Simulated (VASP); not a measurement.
**SiC: single point with PBE**

The system is SiC.

```xyz
4
Lattice="3.0919 0.0000 0.0000 -1.5459 2.6776 0.0000 0.0000 0.0000 5.0743" Properties=species:S:1:pos:R:3 pbc="T T T"
Si    1.5459    0.8925    2.5604
Si    0.0000    1.7851    0.0232
C     1.5459    0.8925    4.4675
C     0.0000    1.7851    1.9304
```

| Quantity | Value |
| --- | --- |
| Program | VASP 6.6.1 |
| Task | single point |
| Functional | PBE |
| Potentials or basis | VASP PAW PBE potentials, release 64 (Si, C) |
| Cutoff | 520 eV |
| k mesh | 12 × 12 × 6 |
| Occupations | gaussian, width 0.02 eV |
| Spin | no spin polarisation |

* Pressure: 0.0 GPa
* Band gap on the k mesh: 2.30 eV, indirect (least direct gap 3.94 eV)

Levels at points of the mesh, in eV from the valence-band top:
```tsv
k point	band 4	band 5	band 6	band 7	band 8	band 9	band 10	band 11	band 12	band 13
(0.00, 0.00, 0.00)	-1.31	-1.31	-0.11	0.00	0.00	4.67	6.04	6.57	6.57	7.62
(0.50, 0.00, 0.00)	-6.25	-5.37	-3.29	-3.24	-1.19	2.75	4.21	6.76	7.07	9.91
(0.00, 0.00, 0.50)	-4.41	-0.71	-0.71	-0.71	-0.71	5.76	5.76	7.27	7.27	7.27
(0.50, 0.00, 0.50)	-8.19	-2.42	-2.42	-2.31	-2.31	3.25	3.25	5.19	5.19	10.26
```

Wall time 22 s on 1 thread of Intel(R) Xeon(R) Platinum 8488C (Sapphire Rapids) (shared host), peak memory 0.17 GiB.

A k mesh can miss the band edges.
